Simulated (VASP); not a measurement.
# C3N4 (P-6m2) in VASP: single point with PBEsol

Aim: the single point of C3N4 with PBEsol.

All numbers are computed with VASP 6.6.1; they aren't measurements. Logs are shortened: lines on timing, memory, paths and dates and some standing lists are left out, and cuts for length are marked.

## Step 1: The cell of the first run

The structure is hexagonal, space group P-6m2 (No. 187). The conventional cell has a = 7.142 Å, b = 7.142 Å, c = 3.619 Å, α = 90.00°, β = 90.00°, γ = 120.00°. Within 1.8 Å of C (site symmetry mm2) lie 3 N at 1.34 to 1.48 Å. Within 1.8 Å of C (site symmetry mm2) lie 3 N at 1.33 to 1.40 Å. Within 2.0 Å of N (site symmetry -6m2) lie 3 C at 1.48 Å. N (site symmetry m) has 2 C at 1.33 to 1.34 Å within 1.8 Å. Within 1.9 Å of N (site symmetry -6m2) lie 3 C at 1.40 Å.

## Step 2: Single point, PBEsol

File INCAR:

```
SYSTEM = C3N4
PREC     = Accurate       ! precision mode
ENCUT    = 600            ! plane-wave cutoff, eV
EDIFF    = 1E-6           ! SCF threshold, eV
ISMEAR   = 0              ! smearing method
SIGMA    = 0.01           ! smearing width, eV
LREAL    = .FALSE.        ! projectors in reciprocal space
LASPH    = .TRUE.         ! aspherical terms in the spheres
NELM     = 120            ! most SCF steps
ALGO     = Normal         ! electronic algorithm
ISIF     = 2              ! what is computed and relaxed
LWAVE    = .FALSE.        ! write WAVECAR
LCHARG   = .FALSE.        ! write CHGCAR
GGA      = PS             ! functional
NBANDS   = 45             ! bands
GGA_COMPAT= .FALSE.
```

File KPOINTS:

```
Automatic mesh
0
G
  6 6 6
  0 0 0
```

File POSCAR:

```
C3N4
1.0
    7.1416497200      0.0000000000      0.0000000000
   -3.5708248600      6.1848500800      0.0000000000
    0.0000000000      0.0000000000      3.6194170000
C N
6 8
Direct
    0.7861746700      0.2138253300      0.0000000000
    0.4276506700      0.2138253300      0.0000000000
    0.7861746700      0.5723493300      0.0000000000
    0.7740506700      0.8870253300      0.0000000000
    0.1129746700      0.2259493300      0.0000000000
    0.1129746700      0.8870253300      0.0000000000
    0.6666666700      0.3333333300      0.0000000000
    0.6701426700      0.9980643300      0.0000000000
    0.3279216700      0.3298573300      0.0000000000
    0.0019356700      0.6720783300      0.0000000000
    0.6701426700      0.6720783300      0.0000000000
    0.0019356700      0.3298573300      0.0000000000
    0.3279216700      0.9980643300      0.0000000000
    0.0000000000      0.0000000000      0.0000000000
```

Potentials or basis: VASP PAW PBE potentials, release 64 (C, N).

Run with:

```
> cat potpaw_PBE.64/C/POTCAR potpaw_PBE.64/N/POTCAR > POTCAR
> mpirun -np 1 vasp_std > vasp.out
```

OUTCAR:

```text
SYSTEM = C3N4
   PREC = Accurate
   ENCUT = 600
   EDIFF = 1E-6
   ISMEAR = 0
   LREAL = .FALSE.
   LASPH = .TRUE.
   NELM = 120
   ISIF = 2
   GGA = PS

 ion  position               nearest neighbor table
   1  0.786  0.214  0.000-   8 1.34  12 1.34   7 1.48
   2  0.428  0.214  0.000-  13 1.34   9 1.34   7 1.48
   3  0.786  0.572  0.000-  11 1.34  10 1.34   7 1.48
   4  0.774  0.887  0.000-  11 1.33   8 1.33  14 1.40
   5  0.113  0.226  0.000-   9 1.33  12 1.33  14 1.40
   6  0.113  0.887  0.000-  10 1.33  13 1.33  14 1.40
   7  0.667  0.333  0.000-   3 1.48   2 1.48   1 1.48
   8  0.670  0.998  0.000-   4 1.33   1 1.34
   9  0.328  0.330  0.000-   5 1.33   2 1.34
  10  0.002  0.672  0.000-   6 1.33   3 1.34
  11  0.670  0.672  0.000-   4 1.33   3 1.34
  12  0.002  0.330  0.000-   5 1.33   1 1.34
  13  0.328  0.998  0.000-   6 1.33   2 1.34
  14  0.000  0.000  0.000-   5 1.40   4 1.40   6 1.40

  LATTYP: Found a hexagonal cell.
 ALAT       =     7.1416497200
 C/A-ratio  =     0.5068040498

  Lattice vectors:

 A1 = (   7.1416497200,   0.0000000000,   0.0000000000)
 A2 = (  -3.5708248600,   6.1848500800,   0.0000000000)
 A3 = (   0.0000000000,   0.0000000000,   3.6194170000)

Analysis of symmetry for initial positions (statically):
=====================================================================
 Subroutine PRICEL returns:
 Original cell was already a primitive cell.

 Routine SETGRP: Setting up the symmetry group for a
 hexagonal supercell.

 Subroutine GETGRP returns: Found 12 space group operations
 (whereof 12 operations were pure point group operations)
 out of a pool of 24 trial point group operations.

The static configuration has the point symmetry D_3h.

Analysis of symmetry for dynamics (positions and initial velocities):
=====================================================================
 Subroutine PRICEL returns:
 Original cell was already a primitive cell.

 Routine SETGRP: Setting up the symmetry group for a
 hexagonal supercell.

 Subroutine GETGRP returns: Found 12 space group operations
 (whereof 12 operations were pure point group operations)
 out of a pool of 24 trial point group operations.

The dynamic configuration has the point symmetry D_3h.

 Subroutine INISYM returns: Found 12 space group operations
 (whereof 12 operations are pure point group operations),
 and found     1 'primitive' translations

----------------------------------------------------------------------------------------

                                     Primitive cell

  volume of cell :     159.8698

  direct lattice vectors                    reciprocal lattice vectors
     7.141649720  0.000000000  0.000000000     0.140023669  0.080842703  0.000000000
    -3.570824860  6.184850080  0.000000000     0.000000000  0.161685407  0.000000000
     0.000000000  0.000000000  3.619417000     0.000000000  0.000000000  0.276287590

  length of vectors
     7.141649720  7.141649718  3.619417000     0.161685407  0.161685407  0.276287590

  position of ions in fractional coordinates (direct lattice)
     0.786174670  0.213825330  0.000000000
     0.427650670  0.213825330  0.000000000
     0.786174670  0.572349330  0.000000000
     0.774050670  0.887025330  0.000000000
     0.112974670  0.225949330  0.000000000
     0.112974670  0.887025330  0.000000000
     0.666666670  0.333333330  0.000000000
     0.670142670  0.998064330  0.000000000
     0.327921670  0.329857330  0.000000000
     0.001935670  0.672078330  0.000000000
     0.670142670  0.672078330  0.000000000
     0.001935670  0.329857330  0.000000000
     0.327921670  0.998064330  0.000000000
     0.000000000  0.000000000  0.000000000

  ion indices of the primitive-cell ions
   primitive index   ion index
                 1           1
                 2           2
                 3           3
                 4           4
                 5           5
                 6           6
                 7           7
                 8           8
                 9           9
                10          10
                11          11
                12          12
                13          13
                14          14

----------------------------------------------------------------------------------------

 KPOINTS: Automatic mesh

Automatic generation of k-mesh.
 Grid dimensions read from file:
 generate k-points for:    6    6    6

 Generating k-lattice:

  Cartesian coordinates                     Fractional coordinates (reciprocal lattice)
     0.023337278  0.013473784  0.000000000     0.166666667  0.000000000  0.000000000
     0.000000000  0.026947568  0.000000000     0.000000000  0.166666667  0.000000000
     0.000000000  0.000000000  0.046047932     0.000000000  0.000000000  0.166666667

  Length of vectors
     0.026947568  0.026947568  0.046047932

  Shift w.r.t. Gamma in fractional coordinates (k-lattice)
     0.000000000  0.000000000  0.000000000

 Subroutine IBZKPT returns following result:
 ===========================================

 Found     28 irreducible k-points:

 Following reciprocal coordinates:
            Coordinates               Weight
  0.000000  0.000000  0.000000      1.000000
  0.166667  0.000000  0.000000      6.000000
  0.333333  0.000000  0.000000      6.000000
  0.500000  0.000000  0.000000      3.000000
  0.166667  0.166667  0.000000      6.000000
  0.333333  0.166667  0.000000     12.000000
[... 16 lines left out ...]
  0.166667  0.000000  0.500000      6.000000
  0.333333  0.000000  0.500000      6.000000
 [... further k-points ...]
   k-points           NKPTS =     28   k-points in BZ     NKDIM =     28   number of bands    NBANDS=     45
   number of dos      NEDOS =    301   number of ions     NIONS =     14
   total plane-waves  NPLWV = 108000
   dimension x,y,z NGX =    60 NGY =   60 NGZ =   30
   dimension x,y,z NGXF=   120 NGYF=  120 NGZF=   60
   ions per type =               6   8
   NGX,Y,Z   is equivalent  to a cutoff of  13.97, 13.97, 13.78 a.u.
   NGXF,Y,Z  is equivalent  to a cutoff of  27.93, 27.93, 27.56 a.u.
 SYSTEM =  C3N4
   PREC   = accura    normal or accurate (medium, high low for compatibility)
   ISTART =      0    job   : 0-new  1-cont  2-samecut
   ICHARG =      2    charge: 1-file 2-atom 10-const
   ISPIN  =      1    spin polarized calculation?
   LNONCOLLINEAR =      F non collinear calculations
   LSORBIT =      F    spin-orbit coupling
   LASPH  =      T    aspherical Exc in radial PAW
   ENCUT  =  600.0 eV  44.10 Ry    6.64 a.u.  14.26 14.26  7.23*2*pi/ulx,y,z
   NELM   =    120;   NELMIN=  2; NELMDL= -5     # of ELM steps
   EDIFF  = 0.1E-05   stopping-criterion for ELM
   LREAL  =      F    real-space projection
   EDIFFG = 0.1E-04   stopping-criterion for IOM
   NSW    =      0    number of steps for IOM
   IBRION =     -1    ionic relax: 0-MD 1-quasi-New 2-CG
   NFREE  =      0    steps in history (QN), initial steepest desc. (CG)
   ISIF   =      2    stress and relaxation
   ISYM   =      2    0-nonsym 1-usesym 2-fastsym
   POTIM  = 0.5000    time-step for ionic-motion
   TEBEG  =    0.0;   TEEND  =   0.0 temperature during run
   PSTRESS=    0.0 pullay stress
   NELECT =      64.0000    total number of electrons
   NUPDOWN=      -1.0000    fix difference up-down
   EMIN   =  10.00;   EMAX   =-10.00  energy-range for DOS
   EFERMI =   0.00;   METHOD = LEGACY
   ISMEAR =     0;   SIGMA  =   0.01  broadening in eV -4-tet -1-fermi 0-gaus
   EFERMI_NEDOS =   21; number of points for ismear=-14 and -15
   IALGO  =     38    algorithm
   IMIX   =      4    mixing-type and parameters
     AMIX     =   0.40;   BMIX     =  1.00
     AMIX_MAG =   1.60;   BMIX_MAG =  1.00
  volume/ion in A,a.u.               =      11.42        77.06
  Fermi-wavevector in a.u.,A,eV,Ry     =   1.206552  2.280053 19.806922  1.455768
  Thomas-Fermi vector in A             =   2.342216
   LORBIT       =      0    0 simple, 1 ext, 2 COOP (PROOUT), +10 PAW based schemes
   GGA     = PS    functional components
   LHFCALC =     F    Hartree Fock is set to
   AEXX    =    0.0000 exact exchange contribution
   IVDW    =     0    specifies the selected vdW correction
   LEPSILON=     F    determine dielectric tensor
   LRPA    =     F    only Hartree local field effects (RPA)
 non-spin polarized calculation
 Gauss-broadening in eV      SIGMA  =   0.01
  energy-cutoff  :      600.00
  volume of cell :      159.87
 maximum number of plane-waves:      5390
 NGX is ok and might be reduce to    60
   NGX = 29   NGY = 29   NGZ = 15

 number of electron      63.9999997 magnetization

 Free energy of the ion-electron system (eV)
  ---------------------------------------------------
  ext. energy  EPLUGINS =         0.00000000
  ---------------------------------------------------
  free energy    TOTEN  =      -123.49835658 eV

  energy without entropy =     -123.49835658  energy(sigma->0) =     -123.49835658

 E-fermi :   1.7666     XC(G=0):  -8.8778

 val. band max:        1.7147189975   @ k =   0.0000   0.0000   0.5000
 cond. band min:       2.4507466806   @ k =   0.3333   0.3333   0.5000
 fundamental gap:      0.7360276831
 Fermi energy:         1.7666141444

 k-point     1 :       0.0000    0.0000    0.0000
  band No.  band energies     occupation
      1     -21.2106      2.00000
      2     -18.7606      2.00000
      3     -18.7606      2.00000
      4     -18.7145      2.00000
      5     -16.8444      2.00000
      6     -16.8444      2.00000
[... 36 lines left out ...]
     43       9.2666      0.00000
     44       9.2666      0.00000
[... 1040 lines left out ...]
      4     -17.7593      2.00000
      5     -16.7357      2.00000
      6     -16.5335      2.00000
[... 36 lines left out ...]
     43      10.2383      0.00000
     44      11.0285      0.00000

 [... further k-points ...]

 [bands above 44 left out]

------------------------ aborting loop because EDIFF is reached ----------------------------------------

  FORCE on cell =-STRESS in cart. coord.  units (eV):
  Direction    XX          YY          ZZ          XY          YZ          ZX
  --------------------------------------------------------------------------------------
  -------------------------------------------------------------------------------------
  Total       -4.5587038     -4.5587037      0.7375132     -0.0000000      0.0000000      0.0000000
  in kB      -45.6862602    -45.6862602      7.3911843     -0.0000000      0.0000000      0.0000000
  external PRESSURE =     -27.9937787 kB  Pullay stress =       0.0000000 kB

 VOLUME and BASIS-vectors are now :
 -----------------------------------------------------------------------------
  energy-cutoff  :      600.00
  volume of cell :      159.87
      direct lattice vectors                 reciprocal lattice vectors
     7.141649720  0.000000000  0.000000000     0.140023669  0.080842703  0.000000000
    -3.570824860  6.184850080  0.000000000     0.000000000  0.161685407  0.000000000
     0.000000000  0.000000000  3.619417000     0.000000000  0.000000000  0.276287590

 POSITION                                       TOTAL-FORCE (eV/Angst)
 -----------------------------------------------------------------------------------
      4.85105      1.32248      0.00000         0.059266     -0.034217     -0.000000
      2.29060      1.32248      0.00000        -0.059266     -0.034217     -0.000000
      3.57082      3.53989      0.00000         0.000000      0.068435     -0.000000
      2.36059      5.48612      0.00000         0.040337      0.023288     -0.000000
      0.00000      1.39746      0.00000         0.000000     -0.046577     -0.000000
     -2.36059      5.48612      0.00000        -0.040337      0.023288     -0.000000
      3.57082      2.06162      0.00000         0.000000      0.000000     -0.000000
      1.22201      6.17288      0.00000         0.057352      0.241964      0.000000
      1.16404      2.04012      0.00000         0.180871     -0.170650     -0.000000
     -2.38605      4.15670      0.00000        -0.238222     -0.071314      0.000000
      2.38605      4.15670      0.00000         0.238222     -0.071314     -0.000000
     -1.16404      2.04012      0.00000        -0.180871     -0.170650     -0.000000
     -1.22201      6.17288      0.00000        -0.057352      0.241964      0.000000
      0.00000      0.00000      0.00000         0.000000      0.000000     -0.000000
 -----------------------------------------------------------------------------------
    total drift:                               -0.000182      0.000105     -0.000000

  FREE ENERGIE OF THE ION-ELECTRON SYSTEM (eV)
  ---------------------------------------------------
  free  energy   TOTEN  =      -123.4983565755 eV

  energy  without entropy=     -123.4983565755  energy(sigma->0) =     -123.49835658
```

Run time: 4.4 min. Hardware: 1 thread of Intel Xeon Platinum 8259CL at 2.50GHz (Skylake/Cascade Lake), shared host; peak memory 0.41 GiB.

What came out:

| Quantity | Value |
| --- | --- |
| Free energy | -123.4984 eV |
| Pressure | -2.8 GPa |
| Largest force | 0.249 eV/Å |
| Band gap on the k mesh | 0.74 eV (least direct gap 0.85 eV) |

Forces in eV/Å, atoms in the order of the input:
```
C    0.059 -0.034  0.000
C   -0.059 -0.034  0.000
C    0.000  0.068  0.000
C    0.040  0.023  0.000
C    0.000 -0.047  0.000
C   -0.040  0.023  0.000
N    0.000  0.000  0.000
N    0.057  0.242  0.000
N    0.181 -0.171  0.000
N   -0.238 -0.071  0.000
N    0.238 -0.071  0.000
N   -0.181 -0.171  0.000
N   -0.057  0.242  0.000
N    0.000  0.000  0.000
```

Caveat: the stress differs along the axes, from -5 to 1 GPa; semilocal functionals underestimate gaps, and a narrow one can read as zero; the PAW data sets were made with another functional, which shifts forces and pressure a little; this functional lacks dispersion, which binds layers or chains, so the pressure and a relaxed spacing across them are unreliable.
